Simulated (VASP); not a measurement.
# ZnCd2S3 (P4mm) in VASP: notebook, part 2 of 2

VASP 6.6.1. The steps go on from the part before.

### 3 Single point, PBE

This run uses another cell than the first one, of 25.37 Å³/atom, 1.034 times its volume.

INCAR reads:

```
SYSTEM = ZnCd2S3
PREC     = Accurate       ! precision mode
ENCUT    = 520            ! plane-wave cutoff, eV
EDIFF    = 1E-7           ! SCF threshold, eV
ISMEAR   = 0              ! smearing method
SIGMA    = 0.1            ! smearing width, eV
LREAL    = .False.        ! projectors in reciprocal space
LASPH    = .True.         ! aspherical terms in the spheres
NELM     = 60             ! most SCF steps
ALGO     = Normal         ! electronic algorithm
ISIF     = 2              ! what is computed and relaxed
LWAVE    = .False.        ! write WAVECAR
LCHARG   = .False.        ! write CHGCAR
GGA      = PE             ! functional
NBANDS   = 36             ! bands
```

KPOINTS reads:

```
Automatic mesh
0
Gamma
  8 8 6
  0 0 0
```

POSCAR reads:

```
ZnCd2S3
1.0
    4.8545922169      0.0000000000      0.0000000000
    0.0000000000      4.8545922169      0.0000000000
    0.0000000000      0.0000000000      6.4583004900
Zn Cd S
1 2 3
Direct
    0.0000000000      0.0000000000      0.8715653998
    0.0000000000      0.5000000000      0.3196293818
    0.5000000000      0.0000000000      0.3196293818
    0.0000000000      0.5000000000      0.9453839893
    0.5000000000      0.0000000000      0.9453839893
    0.0000000000      0.0000000000      0.4931352681
```

Potentials or basis: VASP PAW PBE potentials, release 64 (Zn, Cd, S).

On the command line:

```
$ cat potpaw_PBE.64/Zn/POTCAR potpaw_PBE.64/Cd/POTCAR potpaw_PBE.64/S/POTCAR > POTCAR
$ mpirun -np 1 vasp_std > vasp.out
```

OUTCAR:

```text
SYSTEM = ZnCd2S3
   PREC = Accurate
   ENCUT = 520
   EDIFF = 1E-7
   ISMEAR = 0
   LREAL = .False.
   LASPH = .True.
   NELM = 60
   ISIF = 2
   GGA = PE

 ion  position               nearest neighbor table
   1  0.000  0.000  0.872-   6 2.44   5 2.47   4 2.47   4 2.47   5 2.47
   2  0.000  0.500  0.320-   4 2.42   6 2.67   6 2.67   3 3.43   3 3.43   3 3.43   3 3.43
   3  0.500  0.000  0.320-   5 2.42   6 2.67   6 2.67   2 3.43   2 3.43   2 3.43   2 3.43
   4  0.000  0.500  0.945-   2 2.42   1 2.47   1 2.47
   5  0.500  0.000  0.945-   3 2.42   1 2.47   1 2.47
   6  0.000  0.000  0.493-   1 2.44   2 2.67   3 2.67   2 2.67   3 2.67

  LATTYP: Found a simple tetragonal cell.
 ALAT       =     4.8545922169
 C/A-ratio  =     1.3303487093

  Lattice vectors:

 A1 = (   4.8545922169,   0.0000000000,   0.0000000000)
 A2 = (   0.0000000000,   4.8545922169,   0.0000000000)
 A3 = (   0.0000000000,   0.0000000000,   6.4583004900)

Analysis of symmetry for initial positions (statically):
=====================================================================
 Subroutine PRICEL returns:
[... 182 lines left out ...]
 cond. band min:       2.0624114753   @ k =   0.2500   0.1250   0.1667
 fundamental gap:      0.0263057247
 Fermi energy:         2.0395614775

 k-point     1 :       0.0000    0.0000    0.0000
  band No.  band energies     occupation
      1     -11.8116      2.00000
      2     -10.7698      2.00000
      3      -9.7647      2.00000
      4      -7.3582      2.00000
      5      -7.1810      2.00000
      6      -7.1810      2.00000
[... 925 lines left out ...]
     35       8.1169      0.00000
     36       8.7640      0.00000

 [... further k-points ...]

------------------------ aborting loop because EDIFF is reached ----------------------------------------

  FORCE on cell =-STRESS in cart. coord.  units (eV):
  Direction    XX          YY          ZZ          XY          YZ          ZX
  --------------------------------------------------------------------------------------
  -------------------------------------------------------------------------------------
  Total        0.0874493      0.0874493      0.3502919      0.0000000      0.0000000      0.0000000
  in kB        0.9205410      0.9205410      3.6873716      0.0000000      0.0000000      0.0000000
  external PRESSURE =       1.8428179 kB  Pullay stress =       0.0000000 kB

 VOLUME and BASIS-vectors are now :
 -----------------------------------------------------------------------------
  energy-cutoff  :      520.00
  volume of cell :      152.20
      direct lattice vectors                 reciprocal lattice vectors
     4.854592217  0.000000000  0.000000000     0.205990525  0.000000000  0.000000000
     0.000000000  4.854592217  0.000000000     0.000000000  0.205990525  0.000000000
     0.000000000  0.000000000  6.458300490     0.000000000  0.000000000  0.154839497

 POSITION                                       TOTAL-FORCE (eV/Angst)
 -----------------------------------------------------------------------------------
      0.00000      0.00000      5.62883         0.000000     -0.000000      0.011679
      0.00000      2.42730      2.06426         0.000000      0.000000      0.035616
      2.42730      0.00000      2.06426         0.000000      0.000000      0.035616
      0.00000      2.42730      6.10557         0.000000     -0.000000     -0.056418
      2.42730      0.00000      6.10557         0.000000      0.000000     -0.056418
      0.00000      0.00000      3.18482        -0.000000      0.000000      0.029923
 -----------------------------------------------------------------------------------
    total drift:                                0.000000     -0.000000      0.001032

  FREE ENERGIE OF THE ION-ELECTRON SYSTEM (eV)
  ---------------------------------------------------
  free  energy   TOTEN  =       -15.7298506905 eV

  energy  without entropy=      -15.7128742498  energy(sigma->0) =      -15.72136247
```

Run time: 2 min. Hardware: 1 thread of Intel Xeon 6975P-C (Granite Rapids), shared host; peak memory 0.43 GiB.

Results:

```
Free energy            : -15.7299 eV
Pressure               : 0.2 GPa
Largest force          : 0.056 eV/Å
Band gap on the k mesh : zero (band 27 reaches 2.33 eV, above the bottom of band 28 at 1.50 eV)
```

Forces on the atoms (eV/Å):
```
Zn   0.000  0.000  0.012
Cd   0.000  0.000  0.036
Cd   0.000  0.000  0.036
S    0.000  0.000 -0.056
S    0.000  0.000 -0.056
S    0.000  0.000  0.030
```

Levels at points of the mesh, in eV from the Fermi level:
```tsv
k point	band 24	band 25	band 26	band 27	band 28	band 29	band 30	band 31
(0.00, 0.00, 0.00)	-2.11	-1.73	-1.34	-0.42	-0.42	0.41	0.67	3.31
(0.50, 0.00, 0.00)	-2.38	-1.78	-1.51	-1.27	-0.19	1.51	3.68	3.81
(0.50, 0.50, 0.00)	-2.95	-2.95	0.10	0.11	0.46	2.69	2.69	4.53
(0.00, 0.00, 0.50)	-3.43	-2.31	-0.38	-0.38	0.05	1.00	1.60	3.53
(0.50, 0.00, 0.50)	-2.25	-2.10	-1.54	-1.22	0.97	1.27	3.35	3.41
(0.50, 0.50, 0.50)	-2.05	-2.05	-0.33	0.12	0.48	2.12	2.27	2.27
```
